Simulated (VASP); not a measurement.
# Be (P4_2/mnm) in VASP: a series of runs, part 2 of 2

VASP 6.6.1. Earlier steps stand in the parts before.

### 3 Electric field gradients, PBE (volume scaled by 1.06)

INCAR reads:

```
PREC     = Accurate       # precision mode
ENCUT    = 520            # plane-wave cutoff, eV
EDIFF    = 1E-8           # SCF threshold, eV
ISMEAR   = -1             # smearing method
SIGMA    = 0.05           # smearing width, eV
LREAL    = False          # projectors in reciprocal space
LASPH    = True           # aspherical terms in the spheres
NELM     = 60             # most SCF steps
ALGO     = Normal         # electronic algorithm
ISIF     = 2              # what is computed and relaxed
LWAVE    = False          # write WAVECAR
LCHARG   = False          # write CHGCAR
GGA      = PE             # functional
LEFG     = True         
NBANDS   = 12             # bands
```

KPOINTS reads:

```
regular mesh
0
Gamma
  9 9 14
```

POSCAR reads:

```
Be
1.0
    3.8202995976      0.0000000000      0.0000000000
    0.0000000000      3.8202995976      0.0000000000
    0.0000000000      0.0000000000      2.3260223395
Be
4
Direct
    0.2974080000      0.2974080000      0.0000000000
    0.7025920000      0.7025920000      0.0000000000
    0.2025920000      0.7974080000      0.5000000000
    0.7974080000      0.2025920000      0.5000000000
```

Potentials or basis: VASP PAW PBE potentials, release 64 (Be).

Launch:

```console
$ cat potpaw_PBE.64/Be/POTCAR > POTCAR
$ mpirun -np 1 vasp_std > vasp.out
```

OUTCAR:

```text
PREC = Accurate
   ENCUT = 520
   EDIFF = 1E-8
   ISMEAR = -1
   LREAL = False
   LASPH = True
   NELM = 60
   ISIF = 2
   GGA = PE

 ion  position               nearest neighbor table
   1  0.297  0.297  0.000-   2 2.19   3 2.27   4 2.27   3 2.27   4 2.27   3 2.27   3 2.27   4 2.27
                             4 2.27
   2  0.703  0.703  0.000-   1 2.19   3 2.27   4 2.27   3 2.27   4 2.27   4 2.27   4 2.27   3 2.27
                             3 2.27
   3  0.203  0.797  0.500-   4 2.19   2 2.27   1 2.27   1 2.27   2 2.27   1 2.27   1 2.27   2 2.27
                             2 2.27
   4  0.797  0.203  0.500-   3 2.19   2 2.27   1 2.27   1 2.27   2 2.27   2 2.27   2 2.27   1 2.27
                             1 2.27

  LATTYP: Found a simple tetragonal cell.
 ALAT       =     3.8202995976
 C/A-ratio  =     0.6088586196

  Lattice vectors:

 A1 = (   3.8202995976,   0.0000000000,   0.0000000000)
 A2 = (   0.0000000000,   3.8202995976,   0.0000000000)
 A3 = (   0.0000000000,   0.0000000000,   2.3260223395)

Analysis of symmetry for initial positions (statically):
=====================================================================
 Subroutine PRICEL returns:
 Original cell was already a primitive cell.

 Routine SETGRP: Setting up the symmetry group for a
 simple tetragonal supercell.

 Subroutine GETGRP returns: Found 16 space group operations
 (whereof  8 operations were pure point group operations)
 out of a pool of 16 trial point group operations.

The static configuration has the point symmetry D_2h.
 The point group associated with its full space group is D_4h.

Analysis of symmetry for dynamics (positions and initial velocities):
=====================================================================
 Subroutine PRICEL returns:
 Original cell was already a primitive cell.

 Routine SETGRP: Setting up the symmetry group for a
 simple tetragonal supercell.

 Subroutine GETGRP returns: Found 16 space group operations
 (whereof  8 operations were pure point group operations)
 out of a pool of 16 trial point group operations.

The dynamic configuration has the point symmetry D_2h.
 The point group associated with its full space group is D_4h.

 Subroutine INISYM returns: Found 16 space group operations
 (whereof  8 operations are pure point group operations),
 and found     1 'primitive' translations

----------------------------------------------------------------------------------------

                                     Primitive cell

  volume of cell :      33.9476

  direct lattice vectors                    reciprocal lattice vectors
     3.820299598  0.000000000  0.000000000     0.261759575  0.000000000  0.000000000
     0.000000000  3.820299598  0.000000000     0.000000000  0.261759575  0.000000000
     0.000000000  0.000000000  2.326022340     0.000000000  0.000000000  0.429918485

  length of vectors
     3.820299598  3.820299598  2.326022340     0.261759575  0.261759575  0.429918485

  position of ions in fractional coordinates (direct lattice)
     0.297408000  0.297408000  0.000000000
     0.702592000  0.702592000  0.000000000
     0.202592000  0.797408000  0.500000000
     0.797408000  0.202592000  0.500000000

  ion indices of the primitive-cell ions
[... 101 lines left out ...]
   LORBIT       =      0    0 simple, 1 ext, 2 COOP (PROOUT), +10 PAW based schemes
   GGA     = PE    functional components
   LHFCALC =     F    Hartree Fock is set to
   AEXX    =    0.0000 exact exchange contribution
   IVDW    =     0    specifies the selected vdW correction
   LEPSILON=     F    determine dielectric tensor
   LRPA    =     F    only Hartree local field effects (RPA)
 non-spin polarized calculation
  energy-cutoff  :      520.00
  volume of cell :       33.95
 maximum number of plane-waves:       932
   NGX = 15   NGY = 15   NGZ =  9

 number of electron       8.0000000 magnetization

 Free energy of the ion-electron system (eV)
  ---------------------------------------------------
  ext. energy  EPLUGINS =         0.00000000
  ---------------------------------------------------
  free energy    TOTEN  =       -14.81566121 eV

  energy without entropy =      -14.81040578  energy(sigma->0) =      -14.81303350

 E-fermi :   6.3133     XC(G=0): -10.3732

 val. band max:        6.2905982146   @ k =   0.2222   0.0000   0.2857
 cond. band min:       6.3233926426   @ k =   0.0000   0.0000   0.2857
 fundamental gap:      0.0327944280
 Fermi energy:         6.3132990252

 k-point     1 :       0.0000    0.0000    0.0000
  band No.  band energies     occupation
      1      -4.5051      2.00000
      2       1.5882      2.00000
      3       2.1656      2.00000
      4       5.2590      2.00000
      5       5.2590      2.00000
      6      10.9235      0.00000
      7      10.9235      0.00000
      8      13.5095      0.00000
      9      15.1644      0.00000
     10      16.3888      0.00000
     11      21.7066      0.00000
     12      21.7066      0.00000
[... 331 lines left out ...]
 k-point    24 :       0.4444    0.1111    0.0714
  band No.  band energies     occupation
      1      -2.7784      2.00000
      2      -1.9264      2.00000
      3       2.9284      2.00000
      4       3.7406      2.00000
      5       8.3097      0.00000
      6       8.7644      0.00000
      7      13.8489      0.00000
      8      16.0494      0.00000
      9      16.2602      0.00000
     10      17.1077      0.00000
     11      20.6247      0.00000
     12      21.7710      0.00000

 [... further k-points ...]
[... 5 lines left out ...]
  --------------------------------------------------------------------------------------
  -------------------------------------------------------------------------------------
  Total       -1.1660975     -1.1660975     -1.6170035      0.0000000      0.0000000      0.0000000
  in kB      -55.0347147    -55.0347147    -76.3155109      0.0000000      0.0000000      0.0000000
  external PRESSURE =     -62.1283134 kB  Pullay stress =       0.0000000 kB

 VOLUME and BASIS-vectors are now :
 -----------------------------------------------------------------------------
  energy-cutoff  :      520.00
  volume of cell :       33.95
      direct lattice vectors                 reciprocal lattice vectors
     3.820299598  0.000000000  0.000000000     0.261759575  0.000000000  0.000000000
     0.000000000  3.820299598  0.000000000     0.000000000  0.261759575  0.000000000
     0.000000000  0.000000000  2.326022340     0.000000000  0.000000000  0.429918485

 POSITION                                       TOTAL-FORCE (eV/Angst)
 -----------------------------------------------------------------------------------
      1.13619      1.13619      0.00000         0.025537      0.025537     -0.000000
      2.68411      2.68411      0.00000        -0.025537     -0.025537      0.000000
      0.77396      3.04634      1.16301        -0.025537      0.025537     -0.000000
      3.04634      0.77396      1.16301         0.025537     -0.025537     -0.000000
 -----------------------------------------------------------------------------------
    total drift:                                0.000000      0.000000     -0.000000

  FREE ENERGIE OF THE ION-ELECTRON SYSTEM (eV)
  ---------------------------------------------------
  free  energy   TOTEN  =       -14.8156612141 eV

  energy  without entropy=      -14.8104057826  energy(sigma->0) =      -14.81303350

 Electric field gradients (V/A^2)
---------------------------------------------------------------------
 ion       V_xx      V_yy      V_zz      V_xy      V_xz      V_yz
---------------------------------------------------------------------
   1       0.241     0.241    -0.483    -1.469    -0.000     0.000
   2       0.241     0.241    -0.483    -1.469    -0.000    -0.000
   3       0.241     0.241    -0.483     1.469     0.000    -0.000
   4       0.241     0.241    -0.483     1.469     0.000    -0.000
---------------------------------------------------------------------

 Electric field gradients after diagonalization (V/A^2)
 (convention: |V_zz| > |V_xx| > |V_yy|)
----------------------------------------------------------------------
 ion       V_xx      V_yy      V_zz     asymmetry (V_yy - V_xx)/ V_zz
----------------------------------------------------------------------
   1      -1.227    -0.483     1.710       0.435
   2      -1.227    -0.483     1.710       0.435
   3      -1.227    -0.483     1.710       0.435
   4      -1.227    -0.483     1.710       0.435
----------------------------------------------------------------------

           NMR quadrupolar parameters

 Cq : quadrupolar parameter    Cq=e*Q*V_zz/h
 eta: asymmetry parameters     (V_yy - V_xx)/ V_zz
 Q  : nuclear electric quadrupole moment in mb (millibarn)
----------------------------------------------------------------------
 ion       Cq(MHz)       eta       Q (mb)
----------------------------------------------------------------------
   1       0.004       0.435       1.000
   2       0.004       0.435       1.000
   3       0.004       0.435       1.000
   4       0.004       0.435       1.000
----------------------------------------------------------------------
```

It took 48 s on 1 thread of Intel Xeon 8259CL, shared host; peak memory 0.16 GiB.

What came out:

- Free energy: -14.8157 eV
- Pressure: -6.2 GPa
- Largest force: 0.036 eV/Å
- Band gap on the k mesh: zero (band 4 reaches 7.33 eV, above the bottom of band 5 at 5.26 eV)

Forces in eV/Å, atoms in the order of the input:
```
Be   0.026  0.026  0.000
Be  -0.026 -0.026  0.000
Be  -0.026  0.026  0.000
Be   0.026 -0.026  0.000
```

Electric field gradients, principal values (V/Å²):
| atom | least | middle | greatest (by size) |
| --- | --- | --- | --- |
| 1 Be | -0.483 | -1.227 | 1.710 |
| 2 Be | -0.483 | -1.227 | 1.710 |
| 3 Be | -0.483 | -1.227 | 1.710 |
| 4 Be | -0.483 | -1.227 | 1.710 |

Caveat: without QUAD_EFG the Cq values of the log hold for a quadrupole moment of 1 mb, not for the nuclei.
